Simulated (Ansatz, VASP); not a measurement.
LiS3: VASP beside Ansatz

```
Li S
1.0
     4.33507    0.00000    0.00000
    -2.16754    3.75428    0.00000
     0.00000    0.00000    5.25009
Li S
1 3
Cartesian
  0.0000 0.0000 0.0000
  0.0000 2.5029 2.6250
  2.1675 1.2514 2.6250
  0.0000 0.0000 2.6250
```

Alike in both runs: task relaxation of cell and atoms; functional PBE; k mesh 6 × 6 × 4; occupations gaussian, width 0.1 eV; no spin polarisation.

|  | VASP | Ansatz |
| --- | --- | --- |
| version | VASP 6.6.1 | Ansatz 0.2.0 |
| potentials or method | VASP PAW PBE potentials, release 64 (Li_sv, S), cutoff 600 eV | scalar-relativistic, plane waves, PAW |
| valence electrons in the cell | 21 | 21 |

VASP gave:

| Property | Result |
| --- | --- |
| gap on the k mesh at the Fermi level, each at its own relaxed structure (eV) | none |
| relaxed volume (Å³/atom) | 20.83 |
| relaxed cell length with the largest relative difference (Å) | 4.548 |

Problem. Which values does Ansatz return?

Solution. gap on the k mesh at the Fermi level, each at its own relaxed structure (eV): none; relaxed volume (Å³/atom): 20.90; relaxed cell length with the largest relative difference (Å): 4.562.

A gap of «none» marks a metal or a gap that the smearing closes.

Noted on VASP's run: the cutoff is short for stress, so the pressure is rough.
